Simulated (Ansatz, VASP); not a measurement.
**Two plane-wave programs on VSi2**

Contents of INCAR:

```
SYSTEM = VSi2
ALGO = Fast
EDIFF = 1E-6
EDIFFG = -0.01
ENCUT = 600
GGA = PE
IBRION = 2
ISIF = 3
ISMEAR = 1
LASPH = .True.
LCHARG = .False.
LREAL = .False.
LWAVE = .False.
NELM = 80
NSW = 80
PREC = Accurate
SIGMA = 0.1
```

Contents of KPOINTS:

```
k-points
0
Gamma
  12 12 8
  0 0 0
```

Contents of POSCAR:

```
VSi2
1.0
    4.5347995798      0.0000000000      0.0000000000
   -2.2673997899      3.9272516372      0.0000000000
    0.0000000000      0.0000000000      6.3189006300
V Si
3 6
Direct
    0.0000000000      0.5000000000      0.1666666700
    0.5000000000      0.5000000000      0.8333333300
    0.5000000000      0.0000000000      0.5000000000
    0.8375067800      0.6750135500      0.5000000000
    0.1624932300      0.8375067800      0.8333333300
    0.6750135500      0.8375067800      0.1666666700
    0.1624932200      0.3249864500      0.5000000000
    0.8375067800      0.1624932200      0.8333333300
    0.3249864500      0.1624932300      0.1666666700
```

Input for Ansatz:

```yaml
crystal:
  lattice:
    - [4.5347995798, 0.0, 0.0]
    - [-2.2673997899, 3.9272516372, 0.0]
    - [0.0, 0.0, 6.31890063]
  atoms:
    - { symbol: V, position: [0.0, 0.5, 0.16666667] }
    - { symbol: V, position: [0.5, 0.5, 0.83333333] }
    - { symbol: V, position: [0.5, 0.0, 0.5] }
    - { symbol: Si, position: [0.83750678, 0.67501355, 0.5] }
    - { symbol: Si, position: [0.16249323, 0.83750678, 0.83333333] }
    - { symbol: Si, position: [0.67501355, 0.83750678, 0.16666667] }
    - { symbol: Si, position: [0.16249322, 0.32498645, 0.5] }
    - { symbol: Si, position: [0.83750678, 0.16249322, 0.83333333] }
    - { symbol: Si, position: [0.32498645, 0.16249323, 0.16666667] }
scf:
  occupations: { method: methfessel_paxton, width: 0.1 }
output:
  forces: true
  stress: true
  eigenvalues: true
  write_density: true
  write_potential: true
  elf: true
  volumetric_format: npy
kpoints:
  mp_grid: { grid: [12, 12, 8] }
hamiltonian:
  xc: pbe
relax:
  f_tol: 0.01
  adjacent_minimum: "off"
  cell: { stress_tol: 0.05 }
```

Alike in both runs: task relaxation of cell and atoms; functional PBE; k mesh 12 × 12 × 8; occupations methfessel-paxton of order 1, width 0.1 eV; no spin polarisation.

|  | VASP | Ansatz |
| --- | --- | --- |
| version | VASP 6.6.1 | Ansatz 0.2.0 |
| potentials or method | VASP PAW PBE potentials, release 64 (V_sv, Si) | scalar-relativistic, plane waves, PAW |
| plane-wave cutoff (eV) | 600 | 420 |
| valence electrons in the cell | 63 | 63 |

Ansatz gave:

```
gap on the k mesh at the Fermi level, each at its own relaxed structure (eV) : none
relaxed volume (Å³/atom)                                                     : 12.77
relaxed length of the cell vector where the two differ most in proportion (Å)              : 4.567
```

Task: Which values does VASP return?

Result: gap on the k mesh at the Fermi level, each at its own relaxed structure (eV): none; relaxed volume (Å³/atom): 12.78; relaxed length of the cell vector where the two differ most in proportion (Å): 4.569.

A gap of «none» marks a metal or a gap that the smearing closes.
